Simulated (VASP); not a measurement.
Runs of VASP 6.6.1 on Cr3SbMo. The structure is that of space group Pm-3m (No. 221), or close to it. The cells are those of the table. 

```tsv
task	spin	cell	k mesh	cutoff (eV)	gap on the mesh (eV)	pressure (GPa)	moment (μB)
single point	collinear, ferrimagnetic start	a = 4.697 Å, 5 atoms	8 × 8 × 8	520	none	(b)	8.50
single point	collinear, ferromagnetic start	a = 4.193 Å, 5 atoms	4 × 4 × 4	520	none	43.0	4.04
relaxation of cell and atoms	collinear, ferrimagnetic start	relaxed from a = 4.193 Å, 5 atoms	4 × 4 × 4	600	none	-0.1	(a)
single point	collinear, ferrimagnetic start	a = 4.700 Å, 5 atoms	4 × 4 × 4	520	none	0.3	8.36
```

Alike in all rows: level PBE; potentials or basis VASP PAW PBE potentials, release 64 (Cr_pv, Sb, Mo_sv); smearing gaussian 0.1 eV.

Estimate the missing entries.

(a) 8.35; (b) 0.2.

Caveats: some runs use coarse meshes; spin-orbit coupling is left out, which moves the levels of the heavy elements; the run started ferromagnetic, and an antiferromagnetic order may lie lower in energy (at least some runs).

A k mesh can miss the band edges, and the runs leave out spin-orbit coupling on Mo, Sb.

A gap of «none» marks levels without a gap at the run's occupations.
